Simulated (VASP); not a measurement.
Wanted: the native input for a VASP 6.6.1 run.

* Task: electric field gradients
* Functional: HSE06
* Potentials or basis: VASP PAW PBE potentials, release 64 (Li_sv, Nb_sv, O, Sr_sv)
* Cutoff: 520 eV
* k mesh: 1 × 1 × 1, shifted
* Occupations: fermi-dirac, width 0.01 eV
* Spin: collinear spin
* Fixed moment: 1 μB
* Dipole correction: no
* Grid for exact exchange (PRECFOCK): Fast
* Further INCAR settings: LREAL = Auto; ALGO = Normal; EDIFF = 1e-08; NBANDS = 160
* Share of exact exchange: 0.25
* Screening parameter: 0.2079 1/Å

The system is SrLi8Nb7O23 (a cell with a defect).

```
Li Nb O Sr
1.0
     2.59495    1.49820    4.67222
    -5.18990    2.99639    9.34445
     0.00000   -5.99278    9.34445
Li Nb O Sr
8 7 23 1
Direct
  0.71287 0.35472 0.36698
  0.18213 0.12415 0.13247
  0.69040 0.36022 0.87512
  0.23002 0.10841 0.61214
  0.71563 0.84778 0.37497
  0.21402 0.60806 0.11395
  0.78802 0.81895 0.85073
  0.20228 0.61717 0.60284
  0.96900 0.49908 0.49804
  0.50184 0.24586 0.25293
  0.99276 0.49607 0.01246
  0.99507 0.01002 0.50189
  0.49146 0.74772 0.25451
  0.97769 0.99149 0.01600
  0.50348 0.74483 0.76174
  0.27822 0.31696 0.44921
  0.63509 0.44283 0.14390
  0.87449 0.14022 0.32464
  0.42475 0.05905 0.37606
  0.80435 0.19404 0.06906
  0.13407 0.38856 0.20524
  0.28824 0.31724 0.96803
  0.61066 0.46090 0.61163
  0.04799 0.13933 0.81375
  0.85066 0.18269 0.54684
  0.02768 0.43315 0.69104
  0.29473 0.82947 0.42419
  0.60590 0.97602 0.08362
  0.87921 0.65940 0.30672
  0.38085 0.57572 0.37907
  0.78028 0.69483 0.06934
  0.12710 0.89489 0.18723
  0.28565 0.81879 0.94814
  0.65490 0.93797 0.64840
  0.90039 0.63294 0.82373
  0.38642 0.57099 0.89827
  0.78100 0.69196 0.57417
  0.15721 0.88357 0.69683
  0.46022 0.23058 0.77128
```

The input as run:

POSCAR

```
SrLi8Nb7O23
1.0
    2.5949501352      1.4981951591      4.6722232478
   -5.1899002704      2.9963903182      9.3444464955
    0.0000000000     -5.9927806363      9.3444464955
Li Nb O Sr
8 7 23 1
Direct
    0.7128731884      0.3547215312      0.3669819340
    0.1821258183      0.1241523190      0.1324723000
    0.6903968609      0.3602156043      0.8751206057
    0.2300246772      0.1084119905      0.6121352428
    0.7156269746      0.8477817217      0.3749698452
    0.2140216938      0.6080592884      0.1139492567
    0.7880223879      0.8189469320      0.8507299342
    0.2022772209      0.6171720898      0.6028395679
    0.9689972390      0.4990825201      0.4980351645
    0.5018402273      0.2458630718      0.2529311486
    0.9927648652      0.4960653495      1.0124571429
    0.9950746826      1.0100172862      0.5018935282
    0.4914649328      0.7477170490      0.2545124123
    0.9776889051      0.9914884180      1.0159961712
    0.5034784979      0.7448339085      0.7617374968
    0.2782159054      0.3169636048      0.4492085900
    0.6350872444      0.4428322921      0.1438969492
    0.8744873840      0.1402182620      0.3246370703
    0.4247546866      0.0590473266      0.3760597061
    0.8043528743      0.1940438432      0.0690554478
    0.1340687073      0.3885638115      0.2052441656
    0.2882444227      0.3172400659      0.9680278707
    0.6106559214      0.4608984097      0.6116348919
    1.0479912813      0.1393276148      0.8137512193
    0.8506637947      0.1826891607      0.5468408142
    0.0276775571      0.4331485307      0.6910360310
    0.2947313093      0.8294718545      0.4241867701
    0.6058959862      0.9760207378      0.0836163557
    0.8792068560      0.6593971946      0.3067230484
    0.3808484160      0.5757168327      0.3790682164
    0.7802818611      0.6948264578      0.0693352437
    0.1271048341      0.8948949305      0.1872312476
    0.2856543854      0.8187855144      0.9481361235
    0.6548963523      0.9379701589      0.6483993813
    0.9003933955      0.6329372628      0.8237273590
    0.3864240251      0.5709891197      0.8982710745
    0.7809977744      0.6919615505      0.5741747944
    0.1572109151      0.8835670603      0.6968342434
    0.4602247583      0.2305845076      0.7712780246
```

INCAR.step1

```
  PREC = Accurate
  ENCUT = 520
  ISMEAR = -1
  SIGMA = 0.01
  LREAL = Auto
  LASPH = True
  NELM = 150
  ALGO = Normal
  ISIF = 2
  LWAVE = True
  LCHARG = False
  ISPIN = 2
  MAGMOM = 0 0 0 0 0 0 0 0 -0.01 0 0 0 0 0 -0.01 0.02 0 0 0 0 0 0 0 0.04 0 0.7 0 0 0 0 0 0 0 0 0 0 0.26 0.01 0.01
  LORBIT = 11
  NUPDOWN = 1.0
  LMAXMIX = 4
  GGA = PE
  EDIFF = 1E-5
  NBANDS = 160
  LUSENCCL = False
```

INCAR.step2

```
  PREC = Accurate
  ENCUT = 520
  EDIFF = 1E-8
  ISMEAR = -1
  SIGMA = 0.01
  LREAL = Auto
  LASPH = True
  NELM = 150
  ALGO = Normal
  ISIF = 2
  LWAVE = False
  LCHARG = False
  ISPIN = 2
  MAGMOM = 0 0 0 0 0 0 0 0 -0.01 0 0 0 0 0 -0.01 0.02 0 0 0 0 0 0 0 0.04 0 0.7 0 0 0 0 0 0 0 0 0 0 0.26 0.01 0.01
  LORBIT = 11
  NUPDOWN = 1.0
  LMAXMIX = 4
  GGA = PE
  LHFCALC = True
  HFSCREEN = 0.2079
  PRECFOCK = Fast
  LEFG = True
  ISTART = 1
  NBANDS = 160
  LUSENCCL = False
```

KPOINTS

```
Automatic mesh
0
Gamma
  1 1 1
  0.25 0.25 0.25
```

Potentials or basis: VASP PAW PBE potentials, release 64 (Li_sv, Nb_sv, O, Sr_sv).

The run is started by

```bash
$ cat potpaw_PBE.64/Li_sv/POTCAR potpaw_PBE.64/Nb_sv/POTCAR potpaw_PBE.64/O/POTCAR potpaw_PBE.64/Sr_sv/POTCAR > POTCAR
$ cp INCAR.step1 INCAR
$ mpirun -np 1 vasp_std > vasp.out
$ cp INCAR.step2 INCAR
$ mpirun -np 1 vasp_std > vasp.out
```

Results of the run:

```
Largest force                                         : 0.929 eV/Å
Net moment                                            : 1.00 μB per cell
Site moments                                          : Li -0.00, +0.00 (each value once); Nb -0.03, -0.00, -0.01 (each value once); O +0.01, +0.00, +0.04, +0.61, -0.00, +0.22 (each value once); Sr +0.01 μB
Largest electric field gradient by atom               : Li -0.7, +1.0, +0.9, -0.8, -0.4, +1.5, -0.5 (each value once); Nb +68.5, -72.4, -75.6, -123.1, -91.6, +91.1, +24.2; O +38.6, -20.6, +29.9, -24.4, +30.0, -28.4, -19.3, -16.0, +19.3, -20.3, +201.3, -26.2, +14.9, +34.7, +12.9, -30.5, -35.4, +27.1, -20.2, +26.3, -19.8, +59.7, +18.5; Sr -112.1 V/Å²
Valence electrons inside the program's atomic spheres : Li 2.06, 2.09, 2.07, 2.08 (each value once); Nb 10.43, 10.32, 10.38, 10.36, 10.34, 10.52 (each value once); O 5.09, 5.11, 5.14, 5.10, 5.05, 4.96 (each value once); Sr 8.09
```

Caveat: the k points lie up to 1.14 Å⁻¹ apart, too coarse for converged energies, forces and pressures; without QUAD_EFG the Cq values of the log hold for a quadrupole moment of 1 mb, not for the nuclei; the PAW data sets were made with another functional, which shifts forces and pressure a little; the total moment is fixed, so each spin has its own Fermi level and the state may be an excited one.

It took 8.1 min on 1 × NVIDIA H100 80GB with 1 thread of AMD EPYC 7R13 Processor (Zen 3), with other jobs on the host, peak memory 1.6 GiB.
